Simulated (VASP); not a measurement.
# CuAu (P4/mmm) in VASP: a series of runs

Runs on CuAu. Level: PBEsol. Tasks: single point, relaxation of cell and atoms.

Program: VASP 6.6.1. These are calculated values, not measurements. Logs are shortened: lines on timing, memory, paths and dates and some standing lists are left out, and cuts for length are marked.

## (1) The cell of the first run

It takes space group P4/mmm (No. 123, tetragonal). The conventional cell has a = 2.834 Å, b = 2.834 Å, c = 3.538 Å, α = 90.00°, β = 90.00°, γ = 90.00°. Within 3.5 Å of Cu (site symmetry 4/mmm) lie 8 Au at 2.67 Å and 4 Cu at 2.83 Å. Within 3.5 Å of Au (site symmetry 4/mmm) lie 8 Cu at 2.67 Å and 4 Au at 2.83 Å.

## (2) Single point, PBEsol

Contents of INCAR:

```
SYSTEM = CuAu
PREC     = Accurate       ! precision mode
ENCUT    = 520            ! plane-wave cutoff, eV
EDIFF    = 1E-6           ! SCF threshold, eV
ISMEAR   = 0              ! smearing method
SIGMA    = 0.1            ! smearing width, eV
LREAL    = .False.        ! projectors in reciprocal space
LASPH    = .True.         ! aspherical terms in the spheres
NELM     = 100            ! most SCF steps
ALGO     = Normal         ! electronic algorithm
ISIF     = 2              ! what is computed and relaxed
LWAVE    = .False.        ! write WAVECAR
LCHARG   = .False.        ! write CHGCAR
GGA      = PS             ! functional
NBANDS   = 18             ! bands
```

Contents of KPOINTS:

```
regular mesh
0
Gamma
  14 14 12
  0 0 0
```

Contents of POSCAR:

```
CuAu
1.0
    2.8342699220      0.0000000000      0.0000000000
    0.0000000000      2.8342699220      0.0000000000
    0.0000000000      0.0000000000      3.5383399062
Cu Au
1 1
Direct
    0.5000000000      0.5000000000      0.5000000000
    0.0000000000      0.0000000000      0.0000000000
```

Potentials or basis: VASP PAW PBE potentials, release 64 (Cu, Au).

Launch:

```console
$ cat potpaw_PBE.64/Cu/POTCAR potpaw_PBE.64/Au/POTCAR > POTCAR
$ mpirun -np 1 vasp_std > vasp.out
```

OUTCAR:

```text
SYSTEM = CuAu
   PREC = Accurate
   ENCUT = 520
   EDIFF = 1E-6
   ISMEAR = 0
   LREAL = .False.
   LASPH = .True.
   NELM = 100
   ISIF = 2
   GGA = PS

 ion  position               nearest neighbor table
   1  0.500  0.500  0.500-   2 2.67   2 2.67   2 2.67   2 2.67   2 2.67   2 2.67   2 2.67   2 2.67

   2  0.000  0.000  0.000-   1 2.67   1 2.67   1 2.67   1 2.67   1 2.67   1 2.67   1 2.67   1 2.67

  LATTYP: Found a simple tetragonal cell.
 ALAT       =     2.8342699220
 C/A-ratio  =     1.2484131729

  Lattice vectors:

 A1 = (   2.8342699220,   0.0000000000,   0.0000000000)
 A2 = (   0.0000000000,   2.8342699220,   0.0000000000)
 A3 = (   0.0000000000,   0.0000000000,   3.5383399062)

Analysis of symmetry for initial positions (statically):
=====================================================================
 Subroutine PRICEL returns:
 Original cell was already a primitive cell.

 Routine SETGRP: Setting up the symmetry group for a
 simple tetragonal supercell.

 Subroutine GETGRP returns: Found 16 space group operations
 (whereof 16 operations were pure point group operations)
 out of a pool of 16 trial point group operations.

The static configuration has the point symmetry D_4h.

Analysis of symmetry for dynamics (positions and initial velocities):
=====================================================================
 Subroutine PRICEL returns:
 Original cell was already a primitive cell.

 Routine SETGRP: Setting up the symmetry group for a
 simple tetragonal supercell.

 Subroutine GETGRP returns: Found 16 space group operations
 (whereof 16 operations were pure point group operations)
 out of a pool of 16 trial point group operations.

The dynamic configuration has the point symmetry D_4h.

 Subroutine INISYM returns: Found 16 space group operations
 (whereof 16 operations are pure point group operations),
 and found     1 'primitive' translations

----------------------------------------------------------------------------------------

                                     Primitive cell

  volume of cell :      28.4238

  direct lattice vectors                    reciprocal lattice vectors
     2.834269922  0.000000000  0.000000000     0.352824547  0.000000000  0.000000000
     0.000000000  2.834269922  0.000000000     0.000000000  0.352824547  0.000000000
     0.000000000  0.000000000  3.538339906     0.000000000  0.000000000  0.282618410

  length of vectors
[... 81 lines left out ...]
   NELM   =    100;   NELMIN=  2; NELMDL= -5     # of ELM steps
   EDIFF  = 0.1E-05   stopping-criterion for ELM
   LREAL  =      F    real-space projection
   EDIFFG = 0.1E-04   stopping-criterion for IOM
   NSW    =      0    number of steps for IOM
   IBRION =     -1    ionic relax: 0-MD 1-quasi-New 2-CG
   NFREE  =      0    steps in history (QN), initial steepest desc. (CG)
   ISIF   =      2    stress and relaxation
   ISYM   =      2    0-nonsym 1-usesym 2-fastsym
   POTIM  = 0.5000    time-step for ionic-motion
   TEBEG  =    0.0;   TEEND  =   0.0 temperature during run
   PSTRESS=    0.0 pullay stress
   NELECT =      22.0000    total number of electrons
   NUPDOWN=      -1.0000    fix difference up-down
   EMIN   =  10.00;   EMAX   =-10.00  energy-range for DOS
   EFERMI =   0.00;   METHOD = LEGACY
   ISMEAR =     0;   SIGMA  =   0.10  broadening in eV -4-tet -1-fermi 0-gaus
   EFERMI_NEDOS =   21; number of points for ismear=-14 and -15
   IALGO  =     38    algorithm
   IMIX   =      4    mixing-type and parameters
     AMIX     =   0.40;   BMIX     =  1.00
     AMIX_MAG =   1.60;   BMIX_MAG =  1.00
  volume/ion in A,a.u.               =      14.21        95.91
  Fermi-wavevector in a.u.,A,eV,Ry     =   1.503102  2.840451 30.739848  2.259315
  Thomas-Fermi vector in A             =   2.614256
   LORBIT       =      0    0 simple, 1 ext, 2 COOP (PROOUT), +10 PAW based schemes
   GGA     = PS    functional components
   LHFCALC =     F    Hartree Fock is set to
   AEXX    =    0.0000 exact exchange contribution
   IVDW    =     0    specifies the selected vdW correction
   LEPSILON=     F    determine dielectric tensor
   LRPA    =     F    only Hartree local field effects (RPA)
 non-spin polarized calculation
 Gauss-broadening in eV      SIGMA  =   0.10
  energy-cutoff  :      520.00
  volume of cell :       28.42
 maximum number of plane-waves:       792
 NGX is ok and might be reduce to    24
   NGX = 11   NGY = 11   NGZ = 13

 number of electron      21.9999991 magnetization

 Free energy of the ion-electron system (eV)
  ---------------------------------------------------
  ext. energy  EPLUGINS =         0.00000000
  ---------------------------------------------------
  free energy    TOTEN  =        -8.36124762 eV

  energy without entropy =       -8.35919798  energy(sigma->0) =       -8.36022280

 E-fermi :   8.8941     XC(G=0): -12.9770

 val. band max:        8.8849594112   @ k =   0.3571   0.1429   0.5000
 cond. band min:       8.9056091969   @ k =   0.5000   0.1429   0.2500
 fundamental gap:      0.0206497858
 Fermi energy:         8.8940599926

 k-point     1 :       0.0000    0.0000    0.0000
  band No.  band energies     occupation
      1      -1.1358      2.00000
      2       2.2126      2.00000
      3       2.3327      2.00000
      4       4.6963      2.00000
      5       4.6963      2.00000
      6       5.6796      2.00000
[... 481 lines left out ...]
      5       4.1335      2.00000
      6       5.1588      2.00000
[... 10 lines left out ...]
     17      23.3180      0.00000
     18      23.6760      0.00000

 [... further k-points ...]

------------------------ aborting loop because EDIFF is reached ----------------------------------------

  FORCE on cell =-STRESS in cart. coord.  units (eV):
  Direction    XX          YY          ZZ          XY          YZ          ZX
  --------------------------------------------------------------------------------------
  -------------------------------------------------------------------------------------
  Total       -0.0063307     -0.0063307      0.0018911      0.0000000      0.0000000      0.0000000
  in kB       -0.3568453     -0.3568453      0.1065974      0.0000000      0.0000000      0.0000000
  external PRESSURE =      -0.2023644 kB  Pullay stress =       0.0000000 kB

 VOLUME and BASIS-vectors are now :
 -----------------------------------------------------------------------------
  energy-cutoff  :      520.00
  volume of cell :       28.42
      direct lattice vectors                 reciprocal lattice vectors
     2.834269922  0.000000000  0.000000000     0.352824547  0.000000000  0.000000000
     0.000000000  2.834269922  0.000000000     0.000000000  0.352824547  0.000000000
     0.000000000  0.000000000  3.538339906     0.000000000  0.000000000  0.282618410

 POSITION                                       TOTAL-FORCE (eV/Angst)
 -----------------------------------------------------------------------------------
      1.41713      1.41713      1.76917         0.000000      0.000000      0.000000
      0.00000      0.00000      0.00000         0.000000      0.000000      0.000000
 -----------------------------------------------------------------------------------
    total drift:                                0.000000      0.000000     -0.000000

  FREE ENERGIE OF THE ION-ELECTRON SYSTEM (eV)
  ---------------------------------------------------
  free  energy   TOTEN  =        -8.3612476207 eV

  energy  without entropy=       -8.3591979794  energy(sigma->0) =       -8.36022280
```

Wall time 2.3 min (1 thread of AMD EPYC 7R43 (Zen 3), shared host); peak memory 0.22 GiB.

What came out:

* Free energy: -8.3612 eV
* Pressure: 0.0 GPa
* Band gap on the k mesh: zero (band 11 reaches 14.10 eV, above the bottom of band 12 at 6.80 eV)

Caveat: the PAW data sets were made with another functional, which shifts forces and pressure a little; spin-orbit coupling is left out, which moves the levels of the heavy elements.

## (3) Relaxation of cell and atoms, PBEsol

This run uses another cell than the first one, of 14.56 Å³/atom, 1.024 times its volume.

Contents of INCAR:

```
PREC     = Accurate       # precision mode
ENCUT    = 600            # plane-wave cutoff, eV
EDIFF    = 1E-7           # SCF threshold, eV
ISMEAR   = 0              # smearing method
SIGMA    = 0.1            # smearing width, eV
LREAL    = F              # projectors in reciprocal space
LASPH    = T              # aspherical terms in the spheres
NELM     = 100            # most SCF steps
ALGO     = Normal         # electronic algorithm
ISIF     = 3              # what is computed and relaxed
LWAVE    = F              # write WAVECAR
LCHARG   = F              # write CHGCAR
GGA      = PS             # functional
IBRION   = 2              # ionic algorithm
NSW      = 100            # ionic steps
EDIFFG   = -0.005         # ionic threshold
```

Contents of KPOINTS:

```
regular mesh
0
Gamma
  14 14 12
```

Contents of POSCAR:

```
CuAu
1.0
    2.8107494552      0.0000000000      0.0000000000
    0.0000000000      2.8107494552      0.0000000000
    0.0000000000      0.0000000000      3.6850000000
Cu Au
1 1
Direct
    0.5000000000      0.5000000000      0.5000000000
    0.0000000000      0.0000000000      0.0000000000
```

Potentials or basis: VASP PAW PBE potentials, release 64 (Cu, Au).

Launch:

```console
$ cat potpaw_PBE.64/Cu/POTCAR potpaw_PBE.64/Au/POTCAR > POTCAR
$ mpirun -np 1 vasp_std > vasp.out
```

Wall time 13 min (1 thread of AMD EPYC 7R43 (Zen 3), shared host); peak memory 0.25 GiB.

Results (log left out):

| Item | Value |
| --- | --- |
| Free energy | -8.3614 eV |
| Relaxed volume | 14.22 Å³/atom |
| Relaxed cell | a = 2.833 Å, b = 2.833 Å, c = 3.545 Å, α = 90.00°, β = 90.00°, γ = 90.00° |
| Space group after relaxing (to 0.05 Å) | P4/mmm (No. 123) |
| Energy gained by relaxing | 5.2 meV/atom |
| Ionic steps | 9 |
| Pressure after relaxing | 0.0 GPa |
| Band gap on the k mesh | zero (band 11 reaches 14.09 eV, above the bottom of band 12 at 6.79 eV) |

The path:
```
step  energy change (eV)  largest force (eV/Å)  pressure (GPa)  volume (Å³)
   1              0.0000                0.0000           -3.56        29.11
   2              0.0015                0.0000            4.49        27.77
   3             -0.0077                0.0000            0.05        28.46
   4             -0.0077                0.0000            0.18        28.44
   5             -0.0082                0.0000            0.13        28.44
   6             -0.0094                0.0000            0.15        28.43
   7             -0.0103                0.0000            0.22        28.41
   8             -0.0099                0.0000           -0.93        28.61
   9             -0.0103                0.0000            0.01        28.45
```

Final structure:
```
Cu Au
1.0
     2.83274    0.00000    0.00000
     0.00000    2.83274    0.00000
     0.00000    0.00000    3.54500
Cu Au
1 1
Direct
  0.50000 0.50000 0.50000
  0.00000 0.00000 0.00000
```

Levels at points of the mesh, in eV from the Fermi level:
| k point | band 9 | band 10 | band 11 | band 12 | band 13 | band 14 |
| --- | --- | --- | --- | --- | --- | --- |
| (0.00, 0.00, 0.00) | -1.70 | -1.48 | -1.48 | 2.72 | 9.10 | 9.49 |
| (0.50, 0.00, 0.00) | -2.52 | -2.30 | -1.01 | -0.35 | 10.07 | 10.12 |
| (0.50, 0.50, 0.00) | -1.34 | -1.34 | 0.30 | 0.30 | 4.83 | 6.76 |
| (0.00, 0.00, 0.50) | -2.46 | -2.46 | -2.31 | -2.09 | 14.09 | 14.44 |
| (0.50, 0.00, 0.50) | -1.56 | -1.50 | -1.15 | -1.15 | 2.71 | 4.67 |
| (0.50, 0.50, 0.50) | -1.77 | -1.73 | 5.21 | 5.52 | 5.52 | 5.96 |

Caveat: the PAW data sets were made with another functional, which shifts forces and pressure a little; spin-orbit coupling is left out, which moves the levels of the heavy elements.

## (4) Single point, PBEsol

Contents of INCAR:

```
ALGO     = Normal         # electronic algorithm
EDIFF    = 1E-6           # SCF threshold, eV
ENCUT    = 520            # plane-wave cutoff, eV
GGA      = PS             # functional
ISIF     = 2              # what is computed and relaxed
ISMEAR   = -1             # smearing method
LASPH    = True           # aspherical terms in the spheres
LCHARG   = False          # write CHGCAR
LREAL    = False          # projectors in reciprocal space
LWAVE    = False          # write WAVECAR
NBANDS   = 18             # bands
NELM     = 100            # most SCF steps
PREC     = Accurate       # precision mode
SIGMA    = 0.15           # smearing width, eV
```

Contents of KPOINTS:

```
k-points
0
Gamma
  16 16 12
```

Contents of POSCAR:

```
CuAu
1.0
    2.8166430468      0.0000000000      0.0000000000
    0.0000000000      2.8166430468      0.0000000000
    0.0000000000      0.0000000000      3.5841805497
Cu Au
1 1
Direct
    0.5000000000      0.5000000000      0.5000000000
    0.0000000000      0.0000000000      0.0000000000
```

Launch:

```console
$ cat potpaw_PBE.64/Cu/POTCAR potpaw_PBE.64/Au/POTCAR > POTCAR
$ mpirun -np 1 vasp_std > vasp.out
```

It took 3.8 min on 1 thread of AMD EPYC 7R43 (Zen 3), shared host; peak memory 0.24 GiB.

Results (log left out):

```
Free energy            : -8.3790 eV
Pressure               : 0.0 GPa
Band gap on the k mesh : zero (band 11 reaches 14.18 eV, above the bottom of band 12 at 6.82 eV)
```

Stress tensor (GPa, compression positive):
```
-0.01  0.00  0.00
 0.00 -0.01  0.00
 0.00  0.00  0.07
```

Levels at points of the mesh, in eV from the Fermi level:
| k point | band 7 | band 8 | band 9 | band 10 | band 11 | band 12 | band 13 | band 14 | band 15 | band 16 |
| --- | --- | --- | --- | --- | --- | --- | --- | --- | --- | --- |
| (0.00, 0.00, 0.00) | -2.84 | -2.14 | -1.71 | -1.49 | -1.49 | 2.46 | 8.78 | 9.70 | 9.70 | 16.66 |
| (0.50, 0.00, 0.00) | -3.10 | -3.07 | -2.50 | -2.29 | -0.97 | -0.26 | 9.85 | 9.92 | 11.79 | 11.98 |
| (0.50, 0.50, 0.00) | -1.73 | -1.72 | -1.36 | -1.36 | 0.39 | 0.39 | 4.99 | 6.85 | 10.36 | 11.89 |
| (0.00, 0.00, 0.50) | -3.29 | -2.83 | -2.44 | -2.44 | -2.35 | -2.07 | 14.21 | 14.54 | 14.54 | 15.24 |
| (0.50, 0.00, 0.50) | -1.92 | -1.80 | -1.59 | -1.52 | -1.17 | -1.16 | 2.72 | 4.61 | 15.72 | 15.99 |
| (0.50, 0.50, 0.50) | -3.14 | -2.19 | -1.73 | -1.71 | 5.29 | 5.52 | 5.52 | 6.08 | 6.80 | 7.21 |

Caveat: the PAW data sets were made with another functional, which shifts forces and pressure a little; spin-orbit coupling is left out, which moves the levels of the heavy elements.

## (5) Relaxation of cell and atoms, PBEsol

Contents of INCAR:

```
SYSTEM = CuAu
PREC = Accurate
ENCUT = 600
EDIFF = 1E-6
ISMEAR = -1
SIGMA = 0.15
LREAL = .False.
LASPH = .True.
NELM = 100
ALGO = Normal
ISIF = 3
LWAVE = .False.
LCHARG = .False.
GGA = PS
IBRION = 2
NSW = 80
EDIFFG = -0.001
```

Contents of KPOINTS:

```
Automatic mesh
0
Gamma
  16 16 12
  0 0 0
```

Contents of POSCAR:

```
CuAu
1.0
    2.8342699220      0.0000000000      0.0000000000
    0.0000000000      2.8342699220      0.0000000000
    0.0000000000      0.0000000000      3.5383399062
Cu Au
1 1
Direct
    0.5000000000      0.5000000000      0.5000000000
    0.0000000000      0.0000000000      0.0000000000
```

Launch:

```console
$ cat potpaw_PBE.64/Cu/POTCAR potpaw_PBE.64/Au/POTCAR > POTCAR
$ mpirun -np 1 vasp_std > vasp.out
```

Wall time 7.7 min (1 thread of Intel Xeon 6975P-C (Granite Rapids), shared host); peak memory 0.32 GiB.

It converged, with:

```yaml
Free_energy: -8.3790 eV
Relaxed_volume: 14.23 Å³/atom
Relaxed_cell: a = 2.814 Å, b = 2.814 Å, c = 3.593 Å, α = 90.00°, β = 90.00°, γ = 90.00°
Space_group_after_relaxing_to_0.05_Å: P4/mmm (No. 123)
Energy_gained_by_relaxing: 0.4 meV/atom
Ionic_steps: 26
Pressure_after_relaxing: 0.0 GPa
Band_gap_on_the_k_mesh: zero (band 11 reaches 14.18 eV, above the bottom of band 12 at 6.81 eV)
```

The path:
| step | energy change (eV) | largest force (eV/Å) | pressure (GPa) | volume (Å³) |
| --- | --- | --- | --- | --- |
| 1 | 0.0000 | 0.0000 | 0.13 | 28.42 |
| 2 | -0.0001 | 0.0000 | -0.01 | 28.47 |
| 3 | -0.0001 | 0.0000 | -0.72 | 28.58 |
| 4 | -0.0002 | 0.0000 | -0.55 | 28.53 |
| 5 | -0.0002 | 0.0000 | -0.41 | 28.51 |
| 6 | -0.0003 | 0.0000 | -0.29 | 28.51 |
| 7 | -0.0004 | 0.0000 | -0.33 | 28.50 |
| 8 | -0.0007 | 0.0000 | -0.25 | 28.48 |
| 9 | -0.0007 | 0.0000 | -0.03 | 28.44 |
| 10 | -0.0008 | 0.0000 | 0.15 | 28.45 |
| 11 | -0.0007 | 0.0000 | 0.08 | 28.46 |
| 12 | -0.0008 | 0.0000 | 0.07 | 28.45 |
| 13 | -0.0008 | 0.0000 | 0.07 | 28.45 |
| 14 | -0.0008 | 0.0000 | 0.08 | 28.45 |
| 15 | -0.0008 | 0.0000 | 0.04 | 28.46 |
| 16 | -0.0008 | 0.0000 | -0.05 | 28.47 |
| 17 | -0.0008 | 0.0000 | 0.00 | 28.46 |
| 18 | -0.0008 | 0.0000 | 0.23 | 28.46 |
| 19 | -0.0008 | 0.0000 | -0.03 | 28.46 |
| 20 | -0.0008 | 0.0000 | 0.05 | 28.46 |
| 21 | -0.0008 | 0.0000 | -0.06 | 28.47 |
| 22 | -0.0008 | 0.0000 | -0.05 | 28.47 |
| 23 | -0.0008 | 0.0000 | -0.15 | 28.47 |
| 24 | -0.0008 | 0.0000 | -0.11 | 28.46 |
| 25 | -0.0008 | 0.0000 | 0.16 | 28.46 |
| 26 | -0.0008 | 0.0000 | 0.00 | 28.46 |

Final structure:
```
CELL_PARAMETERS angstrom
2.81442 0.00000 0.00000
0.00000 2.81442 0.00000
0.00000 0.00000 3.59344
ATOMIC_POSITIONS crystal
Cu 0.50000 0.50000 0.50000
Au 0.00000 0.00000 0.00000
```

Levels at points of the mesh, in eV from the Fermi level:
```tsv
k point	band 9	band 10	band 11	band 12	band 13	band 14
(0.00, 0.00, 0.00)	-1.71	-1.49	-1.49	2.41	8.71	9.73
(0.50, 0.00, 0.00)	-2.50	-2.28	-0.96	-0.25	9.80	9.88
(0.50, 0.50, 0.00)	-1.36	-1.36	0.41	0.41	5.01	6.87
(0.00, 0.00, 0.50)	-2.43	-2.43	-2.36	-2.06	14.23	14.55
(0.50, 0.00, 0.50)	-1.59	-1.53	-1.17	-1.16	2.72	4.59
(0.50, 0.50, 0.50)	-1.71	-1.71	5.30	5.52	5.52	6.10
```

Caveat: the PAW data sets were made with another functional, which shifts forces and pressure a little; spin-orbit coupling is left out, which moves the levels of the heavy elements.

## (6) The runs side by side

```csv
task,cell,k mesh,cutoff (eV),smearing,gap on the mesh (eV),pressure (GPa),relaxed volume (Å³/atom)
single point,"a = 2.834, b = 2.834, c = 3.538 Å, 2 atoms",14 × 14 × 12,520,gaussian 0.1 eV,none,0.0,-
relaxation of cell and atoms,"relaxed from a = 2.811, b = 2.811, c = 3.685 Å, 2 atoms",14 × 14 × 12,600,gaussian 0.1 eV,none,0.0,14.22
single point,"a = 2.817, b = 2.817, c = 3.584 Å, 2 atoms",16 × 16 × 12,520,fermi-dirac 0.15 eV,none,0.0,-
relaxation of cell and atoms,"relaxed from a = 2.834, b = 2.834, c = 3.538 Å, 2 atoms",16 × 16 × 12,600,fermi-dirac 0.15 eV,none,0.0,14.23
```

Alike in all rows: level PBEsol; potentials or basis VASP PAW PBE potentials, release 64 (Cu, Au); no spin polarisation.

Caveats: the PAW data sets were made with another functional, which shifts forces and pressure a little; spin-orbit coupling is left out, which moves the levels of the heavy elements.

Absolute energies hang on the potentials; compare differences alone.
